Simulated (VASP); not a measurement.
Nb, 1 atom in the cell. It takes space group I4/mmm (No. 139, tetragonal). Conventional cell: a = 3.111 Å, b = 3.111 Å, c = 4.568 Å, α = 90.00°, β = 90.00°, γ = 90.00°. Within 4.1 Å of Nb (site symmetry 4/mmm) lie 12 Nb at 3.11 to 3.17 Å.  This cell differs from its parent crystal: strain +0.040 along x and y, +0.080 along z.

```yaml
Program: VASP 6.6.1
Task: single point
Functional: r2SCAN
Potentials_or_basis: VASP PAW PBE potentials, release 64 (Nb_sv)
Cutoff: 520 eV
k_mesh: 20 × 20 × 20
Occupations: gaussian, width 0.15 eV
Spin: no spin polarisation
Dipole_correction: no
Further_INCAR_settings: ALGO = Normal; EDIFF = 1e-06; NBANDS = 12
```

Potentials or basis: VASP PAW PBE potentials, release 64 (Nb_sv).

Run with:

```console
$ cat potpaw_PBE.64/Nb_sv/POTCAR > POTCAR
$ cp INCAR.step1 INCAR
$ mpirun -np 1 vasp_std > vasp.out
$ cp INCAR.step2 INCAR
$ mpirun -np 1 vasp_std > vasp.out
```

Hardware: 1 thread of Intel(R) Xeon(R) 6975P-C (Granite Rapids) (shared host).

**Question.** Estimate the wall time of this run.

**Answer.** Run time: 2.6 min on 1 thread of Intel(R) Xeon(R) 6975P-C (Granite Rapids), with other jobs on the host, peak memory 0.28 GiB. Counts: k points 641.
